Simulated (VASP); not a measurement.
Runs of VASP 6.6.1 on Ru. The structure is that of space group Im-3m (No. 229), or close to it. The cells are those of the table. 

| task | potentials or basis | cell | cutoff (eV) | second run | gap on the mesh (eV) | pressure (GPa) |
| --- | --- | --- | --- | --- | --- | --- |
| single point | VASP PAW LDA potentials, release 64 (Ru_sv) | a = 2.586 Å, angles 70.5, 109.5, 70.5°, 1 atom | 600 | valence_matched | none | (a) |
| single point | VASP PAW LDA potentials, release 64 (Ru_pv) | a = 2.586 Å, angles 70.5, 109.5, 70.5°, 1 atom | 520 | - | none | 6.0 |
| single point | VASP PAW LDA potentials, release 64 (Ru_sv) | a = 2.574 Å, angles 70.5, 109.5, 70.5°, 1 atom | 600 | valence_matched | none | 10.6 |
| relaxation of cell and atoms | VASP PAW LDA potentials, release 64 (Ru_pv) | relaxed to 20 GPa from a = 2.607 Å, angles 70.5, 109.5, 70.5°, 1 atom | 600 | - | none | 20.0 |
| single point | VASP PAW LDA potentials, release 64 (Ru_pv) | a = 2.574 Å, angles 70.5, 109.5, 70.5°, 1 atom | 520 | - | none | 11.0 |
| relaxation of cell and atoms | VASP PAW LDA potentials, release 64 (Ru_pv) | relaxed to 10 GPa from a = 2.607 Å, angles 70.5, 109.5, 70.5°, 1 atom | 600 | - | none | 9.9 |
| single point | VASP PAW LDA potentials, release 64 (Ru_pv) | a = 2.553 Å, angles 70.5, 109.5, 70.5°, 1 atom | 520 | - | none | (b) |
| relaxation of cell and atoms | VASP PAW LDA potentials, release 64 (Ru_pv) | relaxed from a = 2.607 Å, angles 70.5, 109.5, 70.5°, 1 atom | 600 | - | none | 0.0 |

Alike in all rows: level LDA; no spin polarisation; k mesh 10 × 10 × 10; smearing fermi-dirac 0.1 eV.

Question: Estimate the missing entries.

Answer: (a) 5.6; (b) 21.2.

Caveats: the cell is relaxed towards a set pressure, so the enthalpy falls and the energy may rise (some runs).

A k mesh can miss the band edges, and the runs leave out spin-orbit coupling on Ru.

A gap of «none» marks levels without a gap at the run's occupations.

The runs don't all hold the same shells in valence.
